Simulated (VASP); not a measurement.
Input of a VASP 6.6.1 run:

INCAR

```
PREC = Accurate ; ENCUT = 520
EDIFF = 1E-6 ; ISMEAR = 0
SIGMA = 0.1 ; LREAL = F
LASPH = T ; NELM = 60
ALGO = Normal ; ISIF = 2
LWAVE = F ; LCHARG = T
LDIPOL = T ; IDIPOL = 3
DIPOL = 0.5 0.5 0.425 ; GGA = PE
IVDW = 12 ; LELF = T
LVHAR = T ; LVACPOTAV = T
NBANDS = 78
```

The input KPOINTS:

```
regular mesh
0
Gamma
  4 4 1
```

File POSCAR:

```
Ag
1.0
    5.7606628201      0.0000000000      0.0000000000
   -2.8803314101      4.9888803449      0.0000000000
    0.0000000000      0.0000000000     24.3850614965
Ag
12
Direct
    0.3333333333      0.1666666667      0.3280697078
    0.3333333333      0.6666666667      0.3280697078
    0.8333333333      0.1666666667      0.3280697078
    0.8333333333      0.6666666667      0.3280697078
    0.6669582848      0.3320119924      0.4247744188
    0.6671301245      0.8334241274      0.4250360907
    0.1654975961      0.3318764971      0.4248367939
    0.1667015787      0.8331752502      0.4252158021
    0.0001722485      0.4996625587      0.5217798802
    0.0013985264     -0.0005376535      0.5224488811
    0.4988757098      0.4967863628      0.5205882432
    0.4995997584     -0.0011967737      0.5220700223
```

Potentials or basis: VASP PAW PBE potentials, release 64 (Ag).

Launch:

```console
$ cat potpaw_PBE.64/Ag/POTCAR > POTCAR
$ mpirun -np 1 vasp_std > vasp.out
```

Problem. Estimate the band gap on the k mesh.

Solution. Zero (band 66 reaches -0.35 eV, above the bottom of band 67 at -0.78 eV).

Problem. What does it give for the largest force?

Solution. 0.108 eV/Å.

Problem. Estimate the dispersion energy per atom.

Solution. -0.406 eV.

Forces on the atoms (eV/Å):
```
Ag   0.000 -0.008 -0.007
Ag  -0.002  0.003  0.006
Ag   0.002 -0.007 -0.021
Ag   0.004  0.004  0.002
Ag  -0.014  0.017 -0.009
Ag  -0.002 -0.024 -0.006
Ag   0.014  0.021 -0.009
Ag   0.004 -0.013 -0.020
Ag   0.002 -0.025  0.011
Ag  -0.059 -0.023 -0.028
Ag   0.005  0.065  0.086
Ag   0.048 -0.010 -0.004
```
